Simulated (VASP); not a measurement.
Wanted: the native input for a VASP 6.6.1 run.

```
Task                   : single point
Functional             : LDA
Potentials or basis    : VASP PAW LDA potentials, release 64 (Pd)
Cutoff                 : 520 eV
k mesh                 : 12 × 12 × 12
Occupations            : fermi-dirac, width 0.05 eV
Spin                   : no spin polarisation
Dipole correction      : no
Further INCAR settings : ALGO = Fast; EDIFF = 1e-06; NBANDS = 11
```

The structure of Pd lies in POSCAR:

```
Pd
1.0
    0.0000000000      1.9189096730      1.9189096730
    1.9189096730      0.0000000000      1.9189096730
    1.9189096730      1.9189096730      0.0000000000
Pd
1
Direct
    0.0000000000      0.0000000000      0.0000000000
```

These files were run (other wordings do the same):

INCAR

```
SYSTEM = Pd
PREC = Accurate
ENCUT = 520
EDIFF = 1E-6
ISMEAR = -1
SIGMA = 0.05
LREAL = .False.
LASPH = .True.
NELM = 80
ALGO = Fast
ISIF = 2
LWAVE = .False.
LCHARG = .True.
GGA = CA
LELF = .True.
LVHAR = .True.
NBANDS = 11
```

KPOINTS

```
Automatic mesh
0
Gamma
  12 12 12
  0 0 0
```

Potentials or basis: VASP PAW LDA potentials, release 64 (Pd).

Command:

```bash
$ cat potpaw_LDA.64/Pd/POTCAR > POTCAR
$ mpirun -np 1 vasp_std > vasp.out
```

Results of the run:

```json
{
  "Pressure": "0.3 GPa",
  "Band gap on the k mesh": "zero (band 5 reaches 10.65 eV, above the bottom of band 6 at 8.95 eV)"
}
```

Wall time 16 s on 1 thread of Intel Xeon 8259CL (shared host), peak memory 0.13 GiB.
